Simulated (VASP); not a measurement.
# Sb (R-3m) in VASP: notebook

The runs below take Sb through single point, with PBE.

Everything below comes from runs of VASP 6.6.1. Logs are shortened: lines on timing, memory, paths and dates and some standing lists are left out, and cuts for length are marked.

### Step 1. The cell of the first run

It takes space group R-3m (No. 166, trigonal). The conventional cell has a = 4.387 Å, b = 4.387 Å, c = 11.818 Å, α = 90.00°, β = 90.00°, γ = 120.00°. Within 3.9 Å of Sb (site symmetry 3m) lie 6 Sb at 2.96 to 3.50 Å.

### Step 2. Single point, PBE (volume scaled by 1.03, then relaxed in part)

File INCAR:

```
SYSTEM = Sb
ALGO = Normal
EDIFF = 1E-7
ENCUT = 520
GGA = PE
ISIF = 2
ISMEAR = 0
LASPH = .True.
LCHARG = .False.
LREAL = .False.
LWAVE = .False.
NBANDS = 12
NELM = 80
PREC = Accurate
SIGMA = 0.1
```

File KPOINTS:

```
k-points
0
Gamma
  18 18 18
  0 0 0
```

File POSCAR:

```
Sb
1.0
    2.1935110265      1.2664241816      3.9392723675
   -2.1935110265      1.2664241816      3.9392723675
    0.0000000000     -2.5328483632      3.9392723675
Sb
2
Direct
    0.2310881160      0.2310881160      0.2310881160
    0.7689118840      0.7689118840      0.7689118840
```

Potentials or basis: VASP PAW PBE potentials, release 64 (Sb).

Launch:

```
cat potpaw_PBE.64/Sb/POTCAR > POTCAR
mpirun -np 1 vasp_std > vasp.out
```

OUTCAR:

```text
SYSTEM = Sb
   EDIFF = 1E-7
   ENCUT = 520
   GGA = PE
   ISIF = 2
   ISMEAR = 0
   LASPH = .True.
   LREAL = .False.
   NELM = 80
   PREC = Accurate

 ion  position               nearest neighbor table
   1  0.231  0.231  0.231-   2 2.96   2 2.96   2 2.96   2 3.50   2 3.50   2 3.50
   2  0.769  0.769  0.769-   1 2.96   1 2.96   1 2.96   1 3.50   1 3.50   1 3.50

  LATTYP: Found a trigonal (rhomboedric) cell.
 ALAT       =     4.6832881202
 COS(alpha) =     0.5612593384

  Lattice vectors:

 A1 = (   2.1935110265,   1.2664241816,   3.9392723675)
 A2 = (  -2.1935110265,   1.2664241816,   3.9392723675)
 A3 = (   0.0000000000,  -2.5328483632,   3.9392723675)

Analysis of symmetry for initial positions (statically):
=====================================================================
 Subroutine PRICEL returns:
 Original cell was already a primitive cell.

 Routine SETGRP: Setting up the symmetry group for a
 trigonal (rhombohedral) supercell.

 Subroutine GETGRP returns: Found 12 space group operations
 (whereof 12 operations were pure point group operations)
 out of a pool of 12 trial point group operations.

The static configuration has the point symmetry D_3d.

Analysis of symmetry for dynamics (positions and initial velocities):
=====================================================================
 Subroutine PRICEL returns:
 Original cell was already a primitive cell.

 Routine SETGRP: Setting up the symmetry group for a
 trigonal (rhombohedral) supercell.

 Subroutine GETGRP returns: Found 12 space group operations
 (whereof 12 operations were pure point group operations)
 out of a pool of 12 trial point group operations.

The dynamic configuration has the point symmetry D_3d.

 Subroutine INISYM returns: Found 12 space group operations
 (whereof 12 operations are pure point group operations),
 and found     1 'primitive' translations

----------------------------------------------------------------------------------------

                                     Primitive cell

  volume of cell :      65.6578

  direct lattice vectors                    reciprocal lattice vectors
     2.193511026  1.266424182  3.939272368     0.227945059  0.131604141  0.084617996
    -2.193511026  1.266424182  3.939272368    -0.227945059  0.131604141  0.084617996
     0.000000000 -2.532848363  3.939272368     0.000000000 -0.263208282  0.084617996

  length of vectors
     4.683288120  4.683288120  4.683288120     0.276475686  0.276475686  0.276475686

  position of ions in fractional coordinates (direct lattice)
     0.231088116  0.231088116  0.231088116
     0.768911884  0.768911884  0.768911884

  ion indices of the primitive-cell ions
   primitive index   ion index
                 1           1
                 2           2

----------------------------------------------------------------------------------------

 KPOINTS: k-points

Automatic generation of k-mesh.
 Grid dimensions read from file:
 generate k-points for:   18   18   18

 Generating k-lattice:

  Cartesian coordinates                     Fractional coordinates (reciprocal lattice)
     0.012663614  0.007311341  0.004701000     0.055555556  0.000000000  0.000000000
    -0.012663614  0.007311341  0.004701000     0.000000000  0.055555556  0.000000000
     0.000000000 -0.014622682  0.004701000     0.000000000  0.000000000  0.055555556

  Length of vectors
     0.015359760  0.015359760  0.015359760

  Shift w.r.t. Gamma in fractional coordinates (k-lattice)
     0.000000000  0.000000000  0.000000000

 Subroutine IBZKPT returns following result:
 ===========================================

 Found    580 irreducible k-points:

 Following reciprocal coordinates:
            Coordinates               Weight
  0.000000  0.000000  0.000000      1.000000
  0.055556 -0.000000 -0.000000      6.000000
  0.111111 -0.000000 -0.000000      6.000000
  0.166667 -0.000000 -0.000000      6.000000
  0.222222  0.000000 -0.000000      6.000000
  0.277778 -0.000000  0.000000      6.000000
[... 16 lines left out ...]
 -0.277778  0.055556  0.000000     12.000000
 -0.222222  0.055556  0.000000     12.000000
 [... further k-points ...]
   k-points           NKPTS =    580   k-points in BZ     NKDIM =    580   number of bands    NBANDS=     12
   number of dos      NEDOS =    301   number of ions     NIONS =      2
   total plane-waves  NPLWV =  46656
   dimension x,y,z NGX =    36 NGY =   36 NGZ =   36
   dimension x,y,z NGXF=    72 NGYF=   72 NGZF=   72
   ions per type =               2
   NGX,Y,Z   is equivalent  to a cutoff of  12.78, 12.78, 12.78 a.u.
   NGXF,Y,Z  is equivalent  to a cutoff of  25.56, 25.56, 25.56 a.u.
 SYSTEM =  Sb
   PREC   = accura    normal or accurate (medium, high low for compatibility)
   ISTART =      0    job   : 0-new  1-cont  2-samecut
   ICHARG =      2    charge: 1-file 2-atom 10-const
   ISPIN  =      1    spin polarized calculation?
   LNONCOLLINEAR =      F non collinear calculations
   LSORBIT =      F    spin-orbit coupling
   LASPH  =      T    aspherical Exc in radial PAW
   ENCUT  =  520.0 eV  38.22 Ry    6.18 a.u.   8.71  8.71  8.71*2*pi/ulx,y,z
   NELM   =     80;   NELMIN=  2; NELMDL= -5     # of ELM steps
   EDIFF  = 0.1E-06   stopping-criterion for ELM
   LREAL  =      F    real-space projection
   EDIFFG = 0.1E-05   stopping-criterion for IOM
   NSW    =      0    number of steps for IOM
   IBRION =     -1    ionic relax: 0-MD 1-quasi-New 2-CG
   NFREE  =      0    steps in history (QN), initial steepest desc. (CG)
   ISIF   =      2    stress and relaxation
   ISYM   =      2    0-nonsym 1-usesym 2-fastsym
   POTIM  = 0.5000    time-step for ionic-motion
   TEBEG  =    0.0;   TEEND  =   0.0 temperature during run
   PSTRESS=    0.0 pullay stress
   NELECT =      10.0000    total number of electrons
   NUPDOWN=      -1.0000    fix difference up-down
   EMIN   =  10.00;   EMAX   =-10.00  energy-range for DOS
   EFERMI =   0.00;   METHOD = LEGACY
   ISMEAR =     0;   SIGMA  =   0.10  broadening in eV -4-tet -1-fermi 0-gaus
   EFERMI_NEDOS =   21; number of points for ismear=-14 and -15
   IALGO  =     38    algorithm
   IMIX   =      4    mixing-type and parameters
     AMIX     =   0.40;   BMIX     =  1.00
     AMIX_MAG =   1.60;   BMIX_MAG =  1.00
  volume/ion in A,a.u.               =      32.83       221.54
  Fermi-wavevector in a.u.,A,eV,Ry     =   0.874271  1.652133 10.399610  0.764350
  Thomas-Fermi vector in A             =   1.993779
   LORBIT       =      0    0 simple, 1 ext, 2 COOP (PROOUT), +10 PAW based schemes
   GGA     = PE    functional components
   LHFCALC =     F    Hartree Fock is set to
   AEXX    =    0.0000 exact exchange contribution
   IVDW    =     0    specifies the selected vdW correction
   LEPSILON=     F    determine dielectric tensor
   LRPA    =     F    only Hartree local field effects (RPA)
 non-spin polarized calculation
 Gauss-broadening in eV      SIGMA  =   0.10
  energy-cutoff  :      520.00
  volume of cell :       65.66
 maximum number of plane-waves:      1791
   NGX = 17   NGY = 17   NGZ = 17

 number of electron      10.0000000 magnetization

 Free energy of the ion-electron system (eV)
  ---------------------------------------------------
  ext. energy  EPLUGINS =         0.00000000
  ---------------------------------------------------
  free energy    TOTEN  =        -8.26627622 eV

  energy without entropy =       -8.26548451  energy(sigma->0) =       -8.26588037

 E-fermi :   6.3060     XC(G=0):  -9.1603

 val. band max:        6.3003256134   @ k =   0.4444   0.0000  -0.0000
 cond. band min:       6.3290225490   @ k =   0.3889   0.1667   0.1667
 fundamental gap:      0.0286969357
 Fermi energy:         6.3060282381

 k-point     1 :       0.0000    0.0000    0.0000
  band No.  band energies     occupation
      1      -5.8767      2.00000
      2       1.0832      2.00000
      3       4.3357      2.00000
      4       4.6780      2.00000
      5       4.6780      2.00000
      6       8.0847      0.00000
      7       8.7790      0.00000
      8       8.7790      0.00000
      9      11.6141      0.00000
     10      11.6141      0.00000
     11      11.7282      0.00000
     12      13.0537      0.00000

 k-point     2 :       0.0556   -0.0000   -0.0000
  band No.  band energies     occupation
      1      -5.8451      2.00000
      2       0.9679      2.00000
      3       4.3568      2.00000
      4       4.6649      2.00000
      5       4.6866      2.00000
      6       8.1034      0.00000
      7       8.6855      0.00000
      8       8.7219      0.00000
      9      11.3988      0.00000
     10      11.5956      0.00000
     11      11.6004      0.00000
     12      13.2983      0.00000

 k-point     3 :       0.1111   -0.0000   -0.0000
  band No.  band energies     occupation
      1      -5.7505      2.00000
      2       0.6492      2.00000
      3       4.3797      2.00000
      4       4.6284      2.00000
      5       4.7439      2.00000
      6       8.0960      0.00000
      7       8.4546      0.00000
      8       8.5550      0.00000
      9      11.0655      0.00000
     10      11.4444      0.00000
     11      11.6326      0.00000
     12      13.8444      0.00000
[... 286 lines left out ...]
 k-point    23 :      -0.2778    0.0556    0.0000
  band No.  band energies     occupation
      1      -4.9555      2.00000
      2      -1.1913      2.00000
      3       4.0562      2.00000
      4       4.5912      2.00000
      5       5.2553      2.00000
      6       6.9134      0.00000
      7       7.1730      0.00000
      8       8.1855      0.00000
      9      11.3159      0.00000
     10      12.1466      0.00000
     11      13.3757      0.00000
     12      15.8387      0.00000

 k-point    24 :      -0.2222    0.0556    0.0000
  band No.  band energies     occupation
      1      -5.2525      2.00000
      2      -0.6004      2.00000
      3       4.1112      2.00000
      4       4.6145      2.00000
      5       5.1006      2.00000
      6       7.2502      0.00000
      7       7.5083      0.00000
      8       8.4195      0.00000
      9      10.9985      0.00000
     10      11.7165      0.00000
     11      12.7363      0.00000
     12      15.0327      0.00000

 [... further k-points ...]
[... 5 lines left out ...]
  --------------------------------------------------------------------------------------
  -------------------------------------------------------------------------------------
  Total       -0.2744114     -0.2744114     -0.3222317      0.0000000      0.0000000      0.0000000
  in kB       -6.6961695     -6.6961695     -7.8630786      0.0000000      0.0000000      0.0000000
  external PRESSURE =      -7.0851392 kB  Pullay stress =       0.0000000 kB

 VOLUME and BASIS-vectors are now :
 -----------------------------------------------------------------------------
  energy-cutoff  :      520.00
  volume of cell :       65.66
      direct lattice vectors                 reciprocal lattice vectors
     2.193511026  1.266424182  3.939272368     0.227945059  0.131604141  0.084617996
    -2.193511026  1.266424182  3.939272368    -0.227945059  0.131604141  0.084617996
     0.000000000 -2.532848363  3.939272368     0.000000000 -0.263208282  0.084617996

 POSITION                                       TOTAL-FORCE (eV/Angst)
 -----------------------------------------------------------------------------------
      0.00000      0.00000      2.73096         0.000000      0.000000      0.030372
      0.00000      0.00000      9.08686         0.000000      0.000000     -0.030372
 -----------------------------------------------------------------------------------
    total drift:                               -0.000000      0.000000     -0.000000

  FREE ENERGIE OF THE ION-ELECTRON SYSTEM (eV)
  ---------------------------------------------------
  free  energy   TOTEN  =        -8.2662762248 eV

  energy  without entropy=       -8.2654845112  energy(sigma->0) =       -8.26588037
```

Run time: 2 min. Hardware: 1 thread of Intel Xeon 6975P-C (Granite Rapids), shared host; peak memory 0.51 GiB.

What came out:

```
Free energy            : -8.2663 eV
Pressure               : -0.7 GPa
Largest force          : 0.030 eV/Å
Band gap on the k mesh : zero (band 5 reaches 6.36 eV, above the bottom of band 6 at 6.07 eV)
```

Forces on the atoms (eV/Å):
```
Sb   0.000  0.000  0.030
Sb   0.000  0.000 -0.030
```

Caveat: spin-orbit coupling is left out, which moves the levels of the heavy elements.

### Step 3. Single point, PBE (volume scaled by 1.06, then relaxed in part)

File INCAR:

```
PREC = Accurate ; ENCUT = 520
EDIFF = 1E-7 ; ISMEAR = 0
SIGMA = 0.1 ; LREAL = False
LASPH = True ; NELM = 100
ALGO = Normal ; ISIF = 2
LWAVE = False ; LCHARG = True
GGA = PE ; LELF = True
LVHAR = True ; NBANDS = 12
```

File KPOINTS:

```
Automatic mesh
0
Gamma
  18 18 18
```

File POSCAR:

```
Sb
1.0
    2.1997501090      1.2700263176      4.0310445532
   -2.1997501090      1.2700263176      4.0310445532
    0.0000000000     -2.5400526351      4.0310445532
Sb
2
Direct
    0.2294011984      0.2294011984      0.2294011984
    0.7705988016      0.7705988016      0.7705988016
```

Potentials or basis: VASP PAW PBE potentials, release 64 (Sb).

Launch:

```
cat potpaw_PBE.64/Sb/POTCAR > POTCAR
mpirun -np 1 vasp_std > vasp.out
```

It took 2.3 min on 1 thread of Intel Xeon 6975P-C (Granite Rapids), shared host; peak memory 0.52 GiB.

It converged, with:

```yaml
Free_energy: -8.2525 eV
Pressure: -1.3 GPa
Largest_force: 0.038 eV/Å
Band_gap_on_the_k_mesh: zero (band 5 reaches 6.09 eV, above the bottom of band 6 at 5.77 eV)
```

Forces on the atoms (eV/Å):
```
Sb   0.000  0.000  0.038
Sb   0.000  0.000 -0.038
```

Levels at points of the mesh, in eV from the Fermi level:
```tsv
k point	band 1	band 2	band 3	band 4	band 5	band 6	band 7	band 8	band 9	band 10
(0.00, 0.00, 0.00)	-12.07	-5.38	-1.98	-1.60	-1.60	1.59	2.35	2.35	5.41	5.41
(0.50, 0.00, 0.00)	-10.04	-9.15	-2.05	-2.03	-0.36	-0.25	0.28	0.94	7.02	7.39
(0.50, 0.50, 0.00)	-10.06	-8.07	-4.73	-3.31	-3.20	1.59	4.28	5.25	5.86	8.36
(0.50, 0.50, 0.50)	-11.04	-8.35	-1.26	-1.26	-0.62	0.53	0.53	1.21	6.38	8.22
```

Caveat: spin-orbit coupling is left out, which moves the levels of the heavy elements.
